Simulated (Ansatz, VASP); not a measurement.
**Al6H: VASP beside Ansatz**

INCAR

```
SYSTEM = Al6H
PREC     = Accurate       ! precision mode
ENCUT    = 520            ! plane-wave cutoff, eV
EDIFF    = 1E-7           ! SCF threshold, eV
ISMEAR   = 0              ! smearing method
SIGMA    = 0.1            ! smearing width, eV
LREAL    = .False.        ! projectors in reciprocal space
LASPH    = .True.         ! aspherical terms in the spheres
NELM     = 80             ! most SCF steps
ALGO     = Normal         ! electronic algorithm
ISIF     = 2              ! what is computed and relaxed
LWAVE    = .False.        ! write WAVECAR
LCHARG   = .False.        ! write CHGCAR
LDIPOL   = .True.       
IDIPOL   = 3            
DIPOL    = 0.5 0.5 0.299
GGA      = PE             ! functional
NBANDS   = 32             ! bands
```

KPOINTS

```
regular mesh
0
Gamma
  5 5 1
  0 0 0
```

File POSCAR:

```
Al6H
1.0
    5.7135165837      0.0000000000      0.0000000000
    0.0000000000      5.7135165837      0.0000000000
    0.0000000000      0.0000000000     22.1746954375
Al H
12 2
Direct
    0.2500000000      0.2500000000      0.1803857921
    0.2500000000      0.7500000000      0.1803857921
    0.7500000000      0.2500000000      0.1803857921
    0.7500000000      0.7500000000      0.1803857921
    0.0000000000      0.0000000000      0.2744050924
    0.0000000000      0.5000000000      0.2744050924
    0.5000000000      0.0000000000      0.2744050924
    0.5000000000      0.5000000000      0.2744050924
    0.2500000000      0.2500000000      0.3686497278
    0.2500000000      0.7500000000      0.3686497278
    0.7500000000      0.2500000000      0.3686497278
    0.7500000000      0.7500000000      0.3686497278
    0.0000000000     -0.0804233248      0.4466665829
    0.0000000000      0.0804233248      0.4466665829
```

Input for Ansatz:

```yaml
crystal:
  lattice:
    - [5.7135165837, 0.0, 0.0]
    - [0.0, 5.7135165837, 0.0]
    - [0.0, 0.0, 22.1746954375]
  atoms:
    - { symbol: Al, position: [0.25, 0.25, 0.1803857921] }
    - { symbol: Al, position: [0.25, 0.75, 0.1803857921] }
    - { symbol: Al, position: [0.75, 0.25, 0.1803857921] }
    - { symbol: Al, position: [0.75, 0.75, 0.1803857921] }
    - { symbol: Al, position: [0.0, 0.0, 0.2744050924] }
    - { symbol: Al, position: [0.0, 0.5, 0.2744050924] }
    - { symbol: Al, position: [0.5, 0.0, 0.2744050924] }
    - { symbol: Al, position: [0.5, 0.5, 0.2744050924] }
    - { symbol: Al, position: [0.25, 0.25, 0.3686497278] }
    - { symbol: Al, position: [0.25, 0.75, 0.3686497278] }
    - { symbol: Al, position: [0.75, 0.25, 0.3686497278] }
    - { symbol: Al, position: [0.75, 0.75, 0.3686497278] }
    - { symbol: H, position: [0.0, -0.0804233248, 0.4466665829] }
    - { symbol: H, position: [0.0, 0.0804233248, 0.4466665829] }
basis:
  ecutwfc: 420
kpoints:
  mp_grid: { grid: [5, 5, 1] }
hamiltonian:
  xc: pbe
  pseudopotentials: { kind: paw, azcp: { folder: soft_1 } }
scf:
  occupations: { method: gaussian, width: 0.1 }
output:
  forces: true
  eigenvalues: true
  write_density: true
  write_potential: true
  elf: true
  volumetric_format: npy
efield:
  axis: 3
  dipole_correction: true
  ramp_width: 0.04
```

Alike in both runs: task single point; functional PBE; k mesh 5 × 5 × 1; occupations gaussian, width 0.1 eV; no spin polarisation.

|  | VASP | Ansatz |
| --- | --- | --- |
| version | VASP 6.6.1 | Ansatz 0.2.0 |
| potentials or method | VASP PAW PBE potentials, release 64 (Al, H), cutoff 520 eV | scalar-relativistic, plane waves, PAW |
| valence electrons in the cell | 38 | 38 |

```csv
,VASP,Ansatz,Ansatz less VASP
gap on the k mesh at the Fermi level (eV),none,none,-
rms of the force components (eV/Å),0.469,0.468,-0.0001
```

Atom by atom the forces differ by 0.001 eV/Å (rms over components). A gap of «none» marks a metal or a gap that the smearing closes. With one functional, cell and mesh, what is left measures potentials, basis and numerics. Ansatz's warnings: xc potential rough in thin density.
